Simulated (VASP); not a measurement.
Wanted: the native input for a VASP 6.6.1 run.

```yaml
Task: single point
Functional: r2SCAN
Potentials_or_basis: VASP PAW PBE potentials, release 64 (In_d, Sb)
Cutoff: 550 eV
k_mesh: 12 × 12 × 8
Occupations: gaussian, width 0.15 eV
Spin: no spin polarisation
Dipole_correction: no
Further_INCAR_settings: ALGO = Normal; EDIFF = 1e-06; NBANDS = 40
```

The system is In2Sb.

```
CELL_PARAMETERS angstrom
5.41546 0.00000 0.00000
-2.70773 4.68993 0.00000
0.00000 0.00000 6.44732
ATOMIC_POSITIONS crystal
In 0.66667 0.33333 0.25000
In 0.33333 0.66667 0.75000
In 0.00000 0.00000 0.50000
In 0.00000 0.00000 0.00000
Sb 0.66667 0.33333 0.75000
Sb 0.33333 0.66667 0.25000
```

One way to write it, as run:

POSCAR

```
In2Sb
1.0
    5.4154617306      0.0000000000      0.0000000000
   -2.7077308653      4.6899274319      0.0000000000
    0.0000000000      0.0000000000      6.4473186209
In Sb
4 2
Direct
    0.6666666667      0.3333333333      0.2500000000
    0.3333333333      0.6666666667      0.7500000000
    0.0000000000      0.0000000000      0.5000000000
    0.0000000000      0.0000000000      0.0000000000
    0.6666666667      0.3333333333      0.7500000000
    0.3333333333      0.6666666667      0.2500000000
```

INCAR.step1

```
SYSTEM = In2Sb
ALGO     = Normal         ! electronic algorithm
EDIFF    = 1E-5           ! SCF threshold, eV
ENCUT    = 550            ! plane-wave cutoff, eV
GGA      = PE             ! functional
GGA_COMPAT= .FALSE.      
ISMEAR   = 0              ! smearing method
LASPH    = .TRUE.         ! aspherical terms in the spheres
LCHARG   = .FALSE.        ! write CHGCAR
LREAL    = .FALSE.        ! projectors in reciprocal space
LWAVE    = .TRUE.         ! write WAVECAR
NBANDS   = 40             ! bands
NELM     = 120            ! most SCF steps
PREC     = Accurate       ! precision mode
SIGMA    = 0.15           ! smearing width, eV
```

INCAR.step2

```
SYSTEM = In2Sb
ALGO     = Normal         ! electronic algorithm
EDIFF    = 1E-6           ! SCF threshold, eV
ENCUT    = 550            ! plane-wave cutoff, eV
GGA_COMPAT= .FALSE.      
ISIF     = 2              ! what is computed and relaxed
ISMEAR   = 0              ! smearing method
ISTART   = 1            
LASPH    = .TRUE.         ! aspherical terms in the spheres
LCHARG   = .FALSE.        ! write CHGCAR
LMIXTAU  = .TRUE.       
LREAL    = .FALSE.        ! projectors in reciprocal space
LWAVE    = .FALSE.        ! write WAVECAR
METAGGA  = R2SCAN         ! meta-GGA
NBANDS   = 40             ! bands
NELM     = 120            ! most SCF steps
PREC     = Accurate       ! precision mode
SIGMA    = 0.15           ! smearing width, eV
```

KPOINTS

```
k-points
0
G
  12 12 8
  0 0 0
```

Potentials or basis: VASP PAW PBE potentials, release 64 (In_d, Sb).

Launch:

```sh
$ cat potpaw_PBE.64/In_d/POTCAR potpaw_PBE.64/Sb/POTCAR > POTCAR
$ cp INCAR.step1 INCAR
$ mpirun -np 1 vasp_std > vasp.out
$ cp INCAR.step2 INCAR
$ mpirun -np 1 vasp_std > vasp.out
```

Results of the run:

* Pressure: 0.0 GPa
* Band gap on the k mesh: zero (bands 31 and 32 overlap by 2.16 eV)

Caveat: the PAW data sets were made with another functional, which shifts forces and pressure a little; spin-orbit coupling is left out, which moves the levels of the heavy elements.

It took 57 min on 1 thread of Oxide Virtual Turin-like Processor (shared host), peak memory 0.67 GiB.
